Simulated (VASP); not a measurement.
Crystal: SnC2.

```
Sn C
1.0
    -1.98579    1.98579    4.78882
     1.98579   -1.98579    4.78882
     1.98579    1.98579   -4.78882
Sn C
2 4
Direct
  0.00000 0.00000 0.00000
  0.75000 0.25000 0.50000
  0.78721 0.78721 0.00000
  0.53721 0.03721 0.50000
  0.96279 0.46279 0.50000
  0.21279 0.21279 0.00000
```

The cell was built from a structure type or drawn by symmetry, and may not be a known phase.

* Program: VASP 6.6.1
* Task: relaxation of cell and atoms
* Functional: PBE
* Potentials or basis: VASP PAW PBE potentials, release 64 (Sn_d, C)
* Cutoff: 600 eV
* k mesh: 6 × 6 × 6
* Occupations: gaussian, width 0.1 eV
* Spin: no spin polarisation

At the start: pressure 59.6 GPa; volume 12.59 Å³/atom.

Task: Where does the relaxation end?

Result: Over 24 steps the energy falls by 713.0 meV/atom and the volume is 17.89 Å³/atom (+42.1 %); space group I4_1/amd (No. 141, to 0.1 Å) before and after.

Step by step:
| step | energy change (eV) | largest force (eV/Å) | pressure (GPa) | volume (Å³) |
| --- | --- | --- | --- | --- |
| 1 | 0.0000 | 1.6159 | 59.65 | 75.54 |
| 2 | -1.7986 | 0.9812 | -13.67 | 139.21 |
| 3 | -3.9850 | 0.5022 | -0.53 | 103.91 |
| 4 | -3.9881 | 0.4768 | 0.10 | 103.22 |
| 5 | -3.9886 | 0.4537 | 0.67 | 102.61 |
| 6 | -4.0429 | 0.2584 | 0.33 | 103.52 |
| 7 | -4.0481 | 0.1596 | 0.29 | 103.90 |
| 8 | -4.0586 | 0.1628 | 0.00 | 104.50 |
| 9 | -4.0817 | 0.1684 | -0.96 | 106.30 |
| 10 | -4.0907 | 0.1726 | -2.80 | 109.93 |
| 11 | -4.0934 | 0.1674 | -2.15 | 108.63 |
| 12 | -4.0980 | 0.1593 | -2.07 | 108.58 |
| 13 | -4.1106 | 0.1381 | -1.76 | 108.42 |
| 14 | -4.1321 | 0.1125 | -1.19 | 108.09 |
| 15 | -4.1688 | 0.1184 | -0.19 | 107.38 |
| 16 | -4.2310 | 0.0892 | 1.74 | 105.81 |
| 17 | -4.1324 | 0.4845 | 5.55 | 102.10 |
| 18 | -4.2391 | 0.1692 | 3.27 | 104.56 |
| 19 | -4.2472 | 0.1690 | 2.94 | 104.77 |
| 20 | -4.2575 | 0.1709 | 2.04 | 105.36 |
| 21 | -4.2635 | 0.1398 | 1.73 | 105.67 |
| 22 | -4.2754 | 0.0493 | 0.75 | 106.61 |
| 23 | -4.2716 | 0.1185 | -0.95 | 108.49 |
| 24 | -4.2782 | 0.0190 | 0.07 | 107.36 |

Final structure:
```
CELL_PARAMETERS angstrom
-2.09667 2.09667 6.10534
2.09667 -2.09667 6.10534
2.09667 2.09667 -6.10534
ATOMIC_POSITIONS crystal
Sn 0.00000 0.00000 0.00000
Sn 0.75000 0.25000 0.50000
C 0.82271 0.82271 0.00000
C 0.57271 0.07271 0.50000
C 0.92729 0.42729 0.50000
C 0.17729 0.17729 0.00000
```

Caveat: the volume moved by over 15 % at a fixed basis, so the end points are rough.
